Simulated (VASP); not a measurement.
# W: single point with PBEsol

W:

```
W
1.0
     2.83288    0.00000    0.00000
     0.00000    4.90407    0.00000
     0.00000    0.00000    4.96439
W
4
Direct
  0.79317 0.56316 0.25000
  0.20683 0.06316 0.25000
  0.20683 0.43684 0.75000
  0.79317 0.93684 0.75000
```

| Item | Value |
| --- | --- |
| Program | VASP 6.6.1 |
| Task | single point |
| Functional | PBEsol |
| Potentials or basis | VASP PAW PBE potentials, release 64 (W_sv) |
| Cutoff | 520 eV |
| k mesh | 8 × 5 × 5 |
| Occupations | gaussian, width 0.1 eV |
| Spin | no spin polarisation |
| Dipole correction | no |
| Further INCAR settings | ALGO = Normal; EDIFF = 1e-06; NBANDS = 36 |

* Pressure: -16.3 GPa
* Largest force: 0.101 eV/Å
* Band gap on the k mesh: zero (band 28 reaches 10.74 eV, above the bottom of band 29 at 9.51 eV)

Forces in eV/Å, atoms in the order of the input:
```
W    0.093 -0.039  0.000
W   -0.093 -0.039  0.000
W   -0.093  0.039  0.000
W    0.093  0.039  0.000
```

Stress tensor (GPa, compression positive):
```
-18.08   0.00   0.00
  0.00 -15.64   0.00
  0.00   0.00 -15.15
```

Levels at points of the mesh, in eV from the Fermi level:
| k point | band 26 | band 27 | band 28 | band 29 | band 30 | band 31 |
| --- | --- | --- | --- | --- | --- | --- |
| (0.00, 0.00, 0.00) | -0.36 | -0.35 | -0.31 | -0.30 | -0.17 | 0.53 |
| (0.50, 0.00, 0.00) | -1.68 | -1.23 | -1.04 | 0.11 | 0.19 | 0.52 |

It took 59 s on 1 thread of AMD EPYC 9R45 96-Core Processor (Zen 5), on a shared host, peak memory 0.19 GiB.

Caveat: the PAW data sets were made with another functional, which shifts forces and pressure a little; spin-orbit coupling is left out, which moves the levels of the heavy elements.
